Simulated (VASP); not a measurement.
A run of VASP 6.6.1:

Contents of INCAR:

```
AGGAC = 1.0
AGGAX = 1.0
ALDAC = 0.0
ALDAX = 1.0
ALGO = Normal
EDIFF = 1E-7
ENCUT = 520
GGA = B5
ISIF = 2
ISMEAR = -1
LASPH = T
LCHARG = F
LREAL = F
LWAVE = F
NBANDS = 8
NELM = 60
PREC = Accurate
SIGMA = 0.05
```

KPOINTS

```
k-points
0
Gamma
  10 10 10
```

POSCAR

```
Sb
1.0
    0.0000000000      2.4739086359      2.4739086359
    2.4739086359      0.0000000000      2.4739086359
    2.4739086359      2.4739086359      0.0000000000
Sb
1
Direct
    0.0000000000      0.0000000000      0.0000000000
```

Potentials or basis: VASP PAW PBE potentials, release 64 (Sb).

Launch:

```sh
$ cat potpaw_PBE.64/Sb/POTCAR > POTCAR
$ mpirun -np 1 vasp_std > vasp.out
```

Hardware: 1 thread of Intel(R) Xeon(R) Platinum 8488C (Sapphire Rapids), on a shared host.

**Question.** Estimate the wall time of this run.

**Answer.** It took 11 s on 1 thread of Intel(R) Xeon(R) Platinum 8488C (Sapphire Rapids) (shared host), peak memory 0.15 GiB. Counts: scf iterations 11, k points 47.
